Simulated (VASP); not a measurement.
# Li2O (I4/mmm) in VASP: notebook

The runs below take Li2O through single point, with PBEsol.

Everything below comes from runs of VASP 6.6.1. Logs are shortened: lines on timing, memory, paths and dates and some standing lists are left out, and cuts for length are marked.

### 1 The cell of the first run

Symmetry: I4/mmm, No. 139, tetragonal system. Conventional cell: a = 3.266 Å, b = 3.266 Å, c = 4.573 Å, α = 90.00°, β = 90.00°, γ = 90.00°. Within 2.6 Å of Li (site symmetry -4m2) lie 4 O at 1.99 Å and 6 Li at 2.29 to 2.31 Å. Within 2.6 Å of O (site symmetry 4/mmm) lie 8 Li at 1.99 Å.

### 2 Single point, PBEsol (zz strain of -1 %)

INCAR

```
PREC = Accurate
ENCUT = 750
EDIFF = 1E-6
ISMEAR = -1
SIGMA = 0.03
LREAL = F
LASPH = T
NELM = 120
ALGO = Normal
ISIF = 2
LWAVE = F
LCHARG = F
GGA = PS
NBANDS = 13
GGA_COMPAT = F
```

KPOINTS

```
regular mesh
0
Gamma
  9 9 9
```

POSCAR

```
Li2O
1.0
    0.0000000000      2.3095000000      2.2864050000
    2.3095000000      0.0000000000      2.2864050000
    2.3095000000      2.3095000000      0.0000000000
Li O
2 1
Direct
    0.2500000000      0.2500000000      0.2500000000
    0.7500000000      0.7500000000      0.7500000000
    0.0000000000      0.0000000000      0.0000000000
```

Potentials or basis: VASP PAW PBE potentials, release 64 (Li_sv, O).

Launch:

```bash
> cat potpaw_PBE.64/Li_sv/POTCAR potpaw_PBE.64/O/POTCAR > POTCAR
> mpirun -np 1 vasp_std > vasp.out
```

OUTCAR:

```text
PREC = Accurate
   ENCUT = 750
   EDIFF = 1E-6
   ISMEAR = -1
   LREAL = F
   LASPH = T
   NELM = 120
   ISIF = 2
   GGA = PS

 ion  position               nearest neighbor table
   1  0.250  0.250  0.250-   3 1.99   3 1.99   3 1.99   3 1.99   2 2.29   2 2.29   2 2.31   2 2.31
                             2 2.31   2 2.31
   2  0.750  0.750  0.750-   3 1.99   3 1.99   3 1.99   3 1.99   1 2.29   1 2.29   1 2.31   1 2.31
                             1 2.31   1 2.31
   3  0.000  0.000  0.000-   2 1.99   2 1.99   1 1.99   1 1.99   2 1.99   1 1.99   2 1.99   1 1.99

  LATTYP: Found a body centered tetragonal cell.
 ALAT       =     3.2661262223
 C/A-ratio  =     1.4000714267

  Lattice vectors:

 A1 = (   0.0000000000,  -2.3095000000,  -2.2864050000)
 A2 = (   0.0000000000,   2.3095000000,  -2.2864050000)
 A3 = (   2.3095000000,   0.0000000000,   2.2864050000)

Analysis of symmetry for initial positions (statically):
=====================================================================
 Subroutine PRICEL returns:
 Original cell was already a primitive cell.

 Routine SETGRP: Setting up the symmetry group for a
 body centered tetragonal supercell.

 Subroutine GETGRP returns: Found 16 space group operations
 (whereof 16 operations were pure point group operations)
 out of a pool of 16 trial point group operations.

The static configuration has the point symmetry D_4h.

Analysis of symmetry for dynamics (positions and initial velocities):
=====================================================================
 Subroutine PRICEL returns:
 Original cell was already a primitive cell.

 Routine SETGRP: Setting up the symmetry group for a
 body centered tetragonal supercell.

 Subroutine GETGRP returns: Found 16 space group operations
 (whereof 16 operations were pure point group operations)
 out of a pool of 16 trial point group operations.

The dynamic configuration has the point symmetry D_4h.

 Subroutine INISYM returns: Found 16 space group operations
 (whereof 16 operations are pure point group operations),
 and found     1 'primitive' translations

----------------------------------------------------------------------------------------

                                     Primitive cell

  volume of cell :      24.3904

  direct lattice vectors                    reciprocal lattice vectors
     0.000000000  2.309500000  2.286405000    -0.216497077  0.216497077  0.218683916
     2.309500000  0.000000000  2.286405000     0.216497077 -0.216497077  0.218683916
     2.309500000  2.309500000  0.000000000     0.216497077  0.216497077 -0.218683916

  length of vectors
     3.249836623  3.249836623  3.266126222     0.376250747  0.376250747  0.376250747

  position of ions in fractional coordinates (direct lattice)
     0.250000000  0.250000000  0.250000000
     0.750000000  0.750000000  0.750000000
     0.000000000  0.000000000  0.000000000

  ion indices of the primitive-cell ions
   primitive index   ion index
                 1           1
                 2           2
                 3           3

----------------------------------------------------------------------------------------

 KPOINTS: regular mesh

Automatic generation of k-mesh.
 Grid dimensions read from file:
 generate k-points for:    9    9    9

 Generating k-lattice:

  Cartesian coordinates                     Fractional coordinates (reciprocal lattice)
    -0.024055231  0.024055231  0.024298213     0.111111111  0.000000000  0.000000000
     0.024055231 -0.024055231  0.024298213     0.000000000  0.111111111  0.000000000
     0.024055231  0.024055231 -0.024298213    -0.000000000 -0.000000000  0.111111111

  Length of vectors
     0.041805639  0.041805639  0.041805639

  Shift w.r.t. Gamma in fractional coordinates (k-lattice)
     0.000000000  0.000000000  0.000000000

 Subroutine IBZKPT returns following result:
 ===========================================

 Found     75 irreducible k-points:

 Following reciprocal coordinates:
            Coordinates               Weight
  0.000000  0.000000  0.000000      1.000000
  0.111111  0.000000  0.000000      8.000000
  0.222222  0.000000  0.000000      8.000000
  0.333333  0.000000  0.000000      8.000000
  0.444444  0.000000  0.000000      8.000000
  0.111111  0.111111  0.000000      2.000000
[... 16 lines left out ...]
 -0.333333  0.333333  0.000000      4.000000
  0.444444  0.444444  0.000000      2.000000
 [... further k-points ...]
   k-points           NKPTS =     75   k-points in BZ     NKDIM =     75   number of bands    NBANDS=     13
   number of dos      NEDOS =    301   number of ions     NIONS =      3
   total plane-waves  NPLWV =  27000
   dimension x,y,z NGX =    30 NGY =   30 NGZ =   30
   dimension x,y,z NGXF=    60 NGYF=   60 NGZF=   60
   ions per type =               2   1
   NGX,Y,Z   is equivalent  to a cutoff of  15.35, 15.35, 15.27 a.u.
   NGXF,Y,Z  is equivalent  to a cutoff of  30.69, 30.69, 30.54 a.u.
 SYSTEM =  unknown system
   PREC   = accura    normal or accurate (medium, high low for compatibility)
   ISTART =      0    job   : 0-new  1-cont  2-samecut
   ICHARG =      2    charge: 1-file 2-atom 10-const
   ISPIN  =      1    spin polarized calculation?
   LNONCOLLINEAR =      F non collinear calculations
   LSORBIT =      F    spin-orbit coupling
   LASPH  =      T    aspherical Exc in radial PAW
   ENCUT  =  750.0 eV  55.12 Ry    7.42 a.u.   7.26  7.26  7.29*2*pi/ulx,y,z
   NELM   =    120;   NELMIN=  2; NELMDL= -5     # of ELM steps
   EDIFF  = 0.1E-05   stopping-criterion for ELM
   LREAL  =      F    real-space projection
[... 7 lines left out ...]
   TEBEG  =    0.0;   TEEND  =   0.0 temperature during run
   PSTRESS=    0.0 pullay stress
   NELECT =      12.0000    total number of electrons
   NUPDOWN=      -1.0000    fix difference up-down
   EMIN   =  10.00;   EMAX   =-10.00  energy-range for DOS
   EFERMI =   0.00;   METHOD = LEGACY
   ISMEAR =    -1;   SIGMA  =   0.03  broadening in eV -4-tet -1-fermi 0-gaus
   EFERMI_NEDOS =   21; number of points for ismear=-14 and -15
   IALGO  =     38    algorithm
   IMIX   =      4    mixing-type and parameters
     AMIX     =   0.40;   BMIX     =  1.00
     AMIX_MAG =   1.60;   BMIX_MAG =  1.00
  volume/ion in A,a.u.               =       8.13        54.86
  Fermi-wavevector in a.u.,A,eV,Ry     =   1.292396  2.442274 22.725634  1.670287
  Thomas-Fermi vector in A             =   2.424106
   LORBIT       =      0    0 simple, 1 ext, 2 COOP (PROOUT), +10 PAW based schemes
   GGA     = PS    functional components
   LHFCALC =     F    Hartree Fock is set to
   AEXX    =    0.0000 exact exchange contribution
   IVDW    =     0    specifies the selected vdW correction
   LEPSILON=     F    determine dielectric tensor
   LRPA    =     F    only Hartree local field effects (RPA)
 non-spin polarized calculation
  energy-cutoff  :      750.00
  volume of cell :       24.39
 maximum number of plane-waves:      1154
 NGX is ok and might be reduce to    30
   NGX = 15   NGY = 15   NGZ = 15

 number of electron      12.0000002 magnetization

 Free energy of the ion-electron system (eV)
  ---------------------------------------------------
  ext. energy  EPLUGINS =         0.00000000
  ---------------------------------------------------
  free energy    TOTEN  =       -14.75547697 eV

  energy without entropy =      -14.75547697  energy(sigma->0) =      -14.75547697

 E-fermi :   2.0612     XC(G=0):  -9.9663

 val. band max:        1.2960159651   @ k =   0.0000   0.0000   0.0000
 cond. band min:       6.2064918797   @ k =   0.4444   0.4444   0.0000
 fundamental gap:      4.9104759145
 Fermi energy:         2.0611500388

 k-point     1 :       0.0000    0.0000    0.0000
  band No.  band energies     occupation
      1     -40.9740      2.00000
      2     -40.6119      2.00000
      3     -14.0950      2.00000
      4       1.2659      2.00000
      5       1.2659      2.00000
      6       1.2960      2.00000
      7       6.5073      0.00000
      8      13.0772      0.00000
      9      13.1704      0.00000
     10      13.1704      0.00000
     11      20.1023      0.00000
     12      20.1023      0.00000
     13      20.4473      0.00000

 k-point     2 :       0.1111    0.0000    0.0000
  band No.  band energies     occupation
      1     -40.9613      2.00000
      2     -40.6212      2.00000
      3     -14.0707      2.00000
      4       0.8509      2.00000
      5       1.2046      2.00000
      6       1.2290      2.00000
      7       6.8458      0.00000
      8      13.1487      0.00000
      9      13.3107      0.00000
     10      13.3408      0.00000
     11      18.9410      0.00000
     12      19.1387      0.00000
     13      20.6525      0.00000

 k-point     3 :       0.2222    0.0000    0.0000
  band No.  band energies     occupation
      1     -40.9253      2.00000
      2     -40.6485      2.00000
      3     -14.0064      2.00000
      4      -0.0729      2.00000
      5       1.0571      2.00000
      6       1.0912      2.00000
      7       7.6734      0.00000
      8      13.0453      0.00000
      9      13.5864      0.00000
     10      13.6088      0.00000
     11      18.0203      0.00000
     12      18.1375      0.00000
     13      21.7396      0.00000
[... 305 lines left out ...]
 k-point    23 :      -0.3333    0.3333    0.0000
  band No.  band energies     occupation
      1     -40.7790      2.00000
      2     -40.7685      2.00000
      3     -13.8183      2.00000
      4      -0.9942      2.00000
      5      -0.1575      2.00000
      6       0.3296      2.00000
      7       8.4917      0.00000
      8      12.0142      0.00000
      9      14.4139      0.00000
     10      15.4378      0.00000
     11      18.7345      0.00000
     12      19.1644      0.00000
     13      24.0375      0.00000

 k-point    24 :       0.4444    0.4444    0.0000
  band No.  band energies     occupation
      1     -40.8288      2.00000
      2     -40.7165      2.00000
      3     -13.8176      2.00000
      4      -0.3082      2.00000
      5      -0.1407      2.00000
      6      -0.1407      2.00000
      7       6.2065      0.00000
      8      14.6843      0.00000
      9      14.6843      0.00000
     10      16.0173      0.00000
     11      16.8478      0.00000
     12      21.3567      0.00000
     13      24.7194      0.00000

 [... further k-points ...]

------------------------ aborting loop because EDIFF is reached ----------------------------------------

  FORCE on cell =-STRESS in cart. coord.  units (eV):
  Direction    XX          YY          ZZ          XY          YZ          ZX
  --------------------------------------------------------------------------------------
  -------------------------------------------------------------------------------------
  Total       -0.2720297     -0.2720297      0.0105529      0.0000000      0.0000000      0.0000000
  in kB      -17.8693140    -17.8693140      0.6932100      0.0000000      0.0000000      0.0000000
  external PRESSURE =     -11.6818060 kB  Pullay stress =       0.0000000 kB

 VOLUME and BASIS-vectors are now :
 -----------------------------------------------------------------------------
  energy-cutoff  :      750.00
  volume of cell :       24.39
      direct lattice vectors                 reciprocal lattice vectors
     0.000000000  2.309500000  2.286405000    -0.216497077  0.216497077  0.218683916
     2.309500000  0.000000000  2.286405000     0.216497077 -0.216497077  0.218683916
     2.309500000  2.309500000  0.000000000     0.216497077  0.216497077 -0.218683916

 POSITION                                       TOTAL-FORCE (eV/Angst)
 -----------------------------------------------------------------------------------
      1.15475      1.15475      1.14320         0.000000      0.000000     -0.000000
      3.46425      3.46425      3.42961        -0.000000     -0.000000      0.000000
      0.00000      0.00000      0.00000         0.000000     -0.000000     -0.000000
 -----------------------------------------------------------------------------------
    total drift:                                0.000000     -0.000000      0.000000

  FREE ENERGIE OF THE ION-ELECTRON SYSTEM (eV)
  ---------------------------------------------------
  free  energy   TOTEN  =       -14.7554769733 eV

  energy  without entropy=      -14.7554769733  energy(sigma->0) =      -14.75547697
```

It took 34 s on 1 thread of Intel Xeon Platinum 8259CL at 2.50GHz (Skylake/Cascade Lake), shared host; peak memory 0.17 GiB.

What came out:

- Free energy: -14.7555 eV
- Pressure: -1.2 GPa
- Band gap on the k mesh: 4.91 eV, indirect (least direct gap 5.21 eV)

Stress tensor (GPa, compression positive):
```
-1.79  0.00  0.00
 0.00 -1.79  0.00
 0.00  0.00  0.07
```

Caveat: the cell differs from its parent crystal (zz strain of -1 %); the PAW data sets were made with another functional, which shifts forces and pressure a little. A k mesh can miss the band edges.

### 3 Single point, PBEsol (zz strain of +1 %)

INCAR

```
ALGO     = Normal         # electronic algorithm
EDIFF    = 1E-6           # SCF threshold, eV
ENCUT    = 750            # plane-wave cutoff, eV
GGA      = PS             # functional
GGA_COMPAT= F            
ISIF     = 2              # what is computed and relaxed
ISMEAR   = -1             # smearing method
LASPH    = T              # aspherical terms in the spheres
LCHARG   = T              # write CHGCAR
LELF     = T              # ELF
LREAL    = F              # projectors in reciprocal space
LVHAR    = T            
LWAVE    = F              # write WAVECAR
NBANDS   = 13             # bands
NELM     = 120            # most SCF steps
PREC     = Accurate       # precision mode
SIGMA    = 0.03           # smearing width, eV
```

KPOINTS

```
k-points
0
Gamma
  9 9 9
```

POSCAR

```
Li2O
1.0
    0.0000000000      2.3095000000      2.3325950000
    2.3095000000      0.0000000000      2.3325950000
    2.3095000000      2.3095000000      0.0000000000
Li O
2 1
Direct
    0.2500000000      0.2500000000      0.2500000000
    0.7500000000      0.7500000000      0.7500000000
    0.0000000000      0.0000000000      0.0000000000
```

Potentials or basis: VASP PAW PBE potentials, release 64 (Li_sv, O).

Launch:

```bash
> cat potpaw_PBE.64/Li_sv/POTCAR potpaw_PBE.64/O/POTCAR > POTCAR
> mpirun -np 1 vasp_std > vasp.out
```

Wall time 37 s (1 thread of Intel Xeon Platinum 8259CL at 2.50GHz (Skylake/Cascade Lake), shared host); peak memory 0.18 GiB.

Results (log left out):

| Item | Value |
| --- | --- |
| Free energy | -14.7505 eV |
| Pressure | -2.7 GPa |
| Band gap on the k mesh | 4.89 eV, indirect (least direct gap 5.08 eV) |

Stress tensor (GPa, compression positive):
```
-2.09  0.00  0.00
 0.00 -2.09  0.00
 0.00  0.00 -3.93
```

Levels at points of the mesh, in eV from the valence-band top:
```
           k point  band 3  band 4  band 5  band 6  band 7  band 8  band 9  band 10
(0.00, 0.00, 0.00)  -15.35   -0.03    0.00    0.00    5.08   11.71   11.71    11.80
```

Caveat: the cell differs from its parent crystal (zz strain of +1 %); the PAW data sets were made with another functional, which shifts forces and pressure a little. A k mesh can miss the band edges.
